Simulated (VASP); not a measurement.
The system is MgO.

```xyz
2
Lattice="0.0000 2.0970 2.0970 2.0970 0.0000 2.0970 2.0970 2.0970 0.0000" Properties=species:S:1:pos:R:3 pbc="T T T"
Mg    0.0000    0.0000    0.0000
O     2.0970    2.0970    2.0970
```

- Program: VASP 6.6.1
- Task: relaxation of cell and atoms
- Functional: RPBE
- Potentials or basis: VASP PAW PBE potentials, release 64 (Mg_sv, O)
- Cutoff: 840 eV
- k mesh: 11 × 11 × 11
- Occupations: fermi-dirac, width 0.05 eV
- Spin: no spin polarisation

At the start: pressure 12.0 GPa; volume 9.22 Å³/atom.

Task: Where does the relaxation end?

Result: Over 3 steps the energy falls by 24.3 meV/atom and the volume is 9.91 Å³/atom (+7.5 %); space group Fm-3m (No. 225, to 0.1 Å) before and after.

Step by step:
```
step  energy change (eV)  largest force (eV/Å)  pressure (GPa)  volume (Å³)
   1              0.0000                0.0000           12.00        18.44
   2             -0.0425                0.0000           -3.60        20.35
   3             -0.0486                0.0000            0.01        19.82
```

Final structure:
```
CELL_PARAMETERS angstrom
0.00000 2.14786 2.14786
2.14786 0.00000 2.14786
2.14786 2.14786 0.00000
ATOMIC_POSITIONS crystal
Mg 0.00000 0.00000 0.00000
O 0.50000 0.50000 0.50000
```

Caveat: the PAW data sets were made with another functional, which shifts forces and pressure a little.
